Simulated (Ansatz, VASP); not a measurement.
Two plane-wave programs on Si3N

File INCAR:

```
SYSTEM = Si3N
PREC     = Accurate       ! precision mode
ENCUT    = 520            ! plane-wave cutoff, eV
EDIFF    = 1E-6           ! SCF threshold, eV
ISMEAR   = 0              ! smearing method
SIGMA    = 0.05           ! smearing width, eV
LREAL    = .False.        ! projectors in reciprocal space
LASPH    = .True.         ! aspherical terms in the spheres
NELM     = 60             ! most SCF steps
ALGO     = Normal         ! electronic algorithm
ISIF     = 2              ! what is computed and relaxed
LWAVE    = .False.        ! write WAVECAR
LCHARG   = .False.        ! write CHGCAR
LDIPOL   = .True.       
IDIPOL   = 3            
DIPOL    = 0.5 0.5 0.321
GGA      = PE             ! functional
IVDW     = 12             ! dispersion correction
NBANDS   = 27             ! bands
```

KPOINTS

```
Automatic mesh
0
Gamma
  7 5 1
  0 0 0
```

POSCAR

```
Si3N
1.0
    3.8333442755      0.0000000000      0.0000000000
    0.0000000000      5.4211674636      0.0000000000
    0.0000000000      0.0000000000     22.4877586337
Si N
6 2
Direct
    0.5000000000      0.0000000000      0.1778745523
    0.0000000000      0.2500000000      0.1778745523
    0.0000000000      0.5038839981      0.2608672216
    0.5000000000      0.7461160019      0.2608672216
    0.5000000000      0.0086033066      0.3418641564
    0.0000000000      0.2413966934      0.3418641564
    0.8333333333      0.6752699732      0.4797169344
    0.8333333333      0.6752699732      0.5286324363
```

Input for Ansatz:

```yaml
crystal:
  lattice:
    - [3.8333442755, 0.0, 0.0]
    - [0.0, 5.4211674636, 0.0]
    - [0.0, 0.0, 22.4877586337]
  atoms:
    - { symbol: Si, position: [0.5, 0.0, 0.1778745523] }
    - { symbol: Si, position: [0.0, 0.25, 0.1778745523] }
    - { symbol: Si, position: [0.0, 0.5038839981, 0.2608672216] }
    - { symbol: Si, position: [0.5, 0.7461160019, 0.2608672216] }
    - { symbol: Si, position: [0.5, 0.0086033066, 0.3418641564] }
    - { symbol: Si, position: [0.0, 0.2413966934, 0.3418641564] }
    - { symbol: "N", position: [0.8333333333, 0.6752699732, 0.4797169344] }
    - { symbol: "N", position: [0.8333333333, 0.6752699732, 0.5286324363] }
basis:
  ecutwfc: 420
kpoints:
  mp_grid: { grid: [7, 5, 1] }
hamiltonian:
  xc: pbe
  pseudopotentials: { kind: paw, azcp: { folder: soft_1 } }
  dispersion: d3bj
scf:
  occupations: { method: gaussian, width: 0.05 }
output:
  forces: true
  eigenvalues: true
efield:
  axis: 3
  dipole_correction: true
  ramp_width: 0.04
```

Alike in both runs: task single point; functional PBE; dispersion D3(BJ); k mesh 7 × 5 × 1; occupations gaussian, width 0.05 eV; no spin polarisation.

|  | VASP | Ansatz |
| --- | --- | --- |
| version | VASP 6.6.1 | Ansatz 0.2.0 |
| potentials or method | VASP PAW PBE potentials, release 64 (Si, N), cutoff 520 eV | scalar-relativistic, plane waves, PAW |
| valence electrons in the cell | 34 | 34 |

Ansatz gave:

| Quantity | Value |
| --- | --- |
| gap on the k mesh at the Fermi level (eV) | none |
| rms of the force components (eV/Å) | 0.195 |

Question: Which values does VASP return?

Answer: gap on the k mesh at the Fermi level (eV): none; rms of the force components (eV/Å): 0.649.

Atom by atom the forces differ by 0.519 eV/Å (rms over components). A gap of «none» marks a metal or a gap that the smearing closes. One of these differences is far larger than is usual between the two programs; its cause wasn't traced.

Noted on VASP's run: the standard files for N, O and F lose accuracy on very short bonds.
